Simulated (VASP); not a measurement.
**Bi: single point with revPBE+D3(BJ)**

The system is Bi.

```xyz
1
Lattice="-1.9476 1.9476 1.9476 1.9476 -1.9476 1.9476 1.9476 1.9476 -1.9476" Properties=species:S:1:pos:R:3 pbc="T T T"
Bi    0.0000    0.0000    0.0000
```

| Quantity | Value |
| --- | --- |
| Program | VASP 6.6.1 |
| Task | single point |
| Functional | revPBE |
| Dispersion | D3(BJ) |
| Potentials or basis | VASP PAW PBE potentials, release 64 (Bi_d) |
| Cutoff | 520 eV |
| k mesh | 9 × 9 × 9 |
| Occupations | fermi-dirac, width 0.05 eV |
| Spin | no spin polarisation |

* Pressure: -0.1 GPa
* Dispersion energy per atom: -0.971 eV

Levels at points of the mesh, in eV from the Fermi level:
```csv
k point,band 3,band 4,band 5,band 6,band 7,band 8,band 9,band 10,band 11,band 12
"(0.00, 0.00, 0.00)",-23.23,-23.08,-23.08,-13.99,5.42,5.42,5.42,9.70,10.35,10.35
```

It took 49 s on 1 thread of AMD EPYC 7R13 (shared host), peak memory 0.13 GiB.

Caveat: the PAW data sets were made with another functional, which shifts forces and pressure a little; spin-orbit coupling is left out, which moves the levels of the heavy elements; pairwise dispersion overbinds metals, which lowers pressure and volume.
